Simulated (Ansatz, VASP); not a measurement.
## ZnO: VASP beside Ansatz

File INCAR:

```
SYSTEM = ZnO
PREC = Accurate
ENCUT = 520
EDIFF = 1E-6
ISMEAR = -1
SIGMA = 0.02
LREAL = .FALSE.
LASPH = .TRUE.
NELM = 100
ALGO = Normal
ISIF = 2
LWAVE = .FALSE.
LCHARG = .FALSE.
GGA = PE
NBANDS = 26
```

Contents of KPOINTS:

```
regular mesh
0
G
  12 12 6
  0 0 0
```

Contents of POSCAR:

```
ZnO
1.0
    3.2353408669      0.0000000000      0.0000000000
   -1.6176704335      2.8018873806      0.0000000000
    0.0000000000      0.0000000000      5.0546232766
Zn O
2 2
Direct
    0.3333333333      0.6666666667     -0.0066953031
    0.6666666667      0.3333333333      0.4933046969
    0.3333333333      0.6666666667      0.3816953031
    0.6666666667      0.3333333333      0.8816953031
```

Input for Ansatz:

```yaml
crystal:
  lattice:
    - [3.2353408669, 0.0, 0.0]
    - [-1.6176704335, 2.8018873806, 0.0]
    - [0.0, 0.0, 5.0546232766]
  atoms:
    - { symbol: Zn, position: [0.3333333333, 0.6666666667, -0.0066953031] }
    - { symbol: Zn, position: [0.6666666667, 0.3333333333, 0.4933046969] }
    - { symbol: O, position: [0.3333333333, 0.6666666667, 0.3816953031] }
    - { symbol: O, position: [0.6666666667, 0.3333333333, 0.8816953031] }
kpoints:
  mp_grid: { grid: [12, 12, 6] }
  band_path:
    path:
      - [0.0, 0.0, 0.0]
      - [0.5, 0.0, 0.0]
      - [0.3333333333, 0.3333333333, 0.0]
      - [0.0, 0.0, 0.5]
      - [0.5, 0.0, 0.5]
      - [0.3333333333, 0.3333333333, 0.5]
    npoints: 1
hamiltonian:
  xc: pbe
scf:
  occupations: { method: fermi_dirac, width: 0.02 }
  n_extra_bands: 5
output:
  forces: true
  stress: true
  eigenvalues: true
```

Change from the starting cell: uniaxial_z strain -3.0%.

Alike in both runs: task single point; functional PBE; k mesh 12 × 12 × 6; occupations fermi-dirac, width 0.02 eV; no spin polarisation.

|  | VASP | Ansatz |
| --- | --- | --- |
| version | VASP 6.6.1 | Ansatz 0.2.0 |
| potentials or method | VASP PAW PBE potentials, release 64 (Zn, O) | plane waves, PAW |
| plane-wave cutoff (eV) | 520 | 420 |
| valence electrons in the cell | 36 | 36 |

VASP gave:

* gap on the k mesh at the Fermi level (eV): 0.87
* pressure (GPa): 12.3
* traceless stress, the component that is largest in VASP (GPa): 1.83
* rms of the force components (eV/Å): 0.009

Q: Estimate Ansatz's values.

A: gap on the k mesh at the Fermi level (eV): 0.89; pressure (GPa): 10.9; traceless stress, the component that is largest in VASP (GPa): 1.84; rms of the force components (eV/Å): 0.006.

Atom by atom the forces differ by 0.003 eV/Å (rms over components). With one functional, cell and mesh, what is left measures potentials, basis and numerics.
